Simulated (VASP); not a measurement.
Wanted: the native input for a VASP 6.6.1 run.

```
Task                   : single point
Functional             : LDA
Potentials or basis    : VASP PAW LDA potentials, release 64 (Na_pv)
Cutoff                 : 520 eV
k mesh                 : 18 × 18 × 18
Occupations            : gaussian, width 0.15 eV
Spin                   : no spin polarisation
Dipole correction      : no
Further INCAR settings : ALGO = Normal; EDIFF = 1e-06; NBANDS = 10
```

The structure of Na lies in POSCAR:

```
Na
1.0
   -1.6453086486      1.7851231502      2.4785298014
    1.7851231502     -1.6453086486      2.4785298014
    1.7448726322      1.7448726322     -2.3789658178
Na
1
Direct
    0.0000000000      0.0000000000      0.0000000000
```

These files were run (other wordings do the same):

INCAR

```
SYSTEM = Na
ALGO = Normal
EDIFF = 1E-6
ENCUT = 520
GGA = CA
ISIF = 2
ISMEAR = 0
LASPH = .TRUE.
LCHARG = .FALSE.
LREAL = .FALSE.
LWAVE = .FALSE.
NBANDS = 10
NELM = 100
PREC = Accurate
SIGMA = 0.15
```

KPOINTS

```
k-points
0
G
  18 18 18
  0 0 0
```

Potentials or basis: VASP PAW LDA potentials, release 64 (Na_pv).

The run is started by

```bash
$ cat potpaw_LDA.64/Na_pv/POTCAR > POTCAR
$ mpirun -np 1 vasp_std > vasp.out
```

Results of the run:

```
Pressure : 0.8 GPa
```

Wall time 2.2 min on 1 thread of Intel(R) Xeon(R) 6975P-C (Granite Rapids) (shared host), peak memory 0.45 GiB.
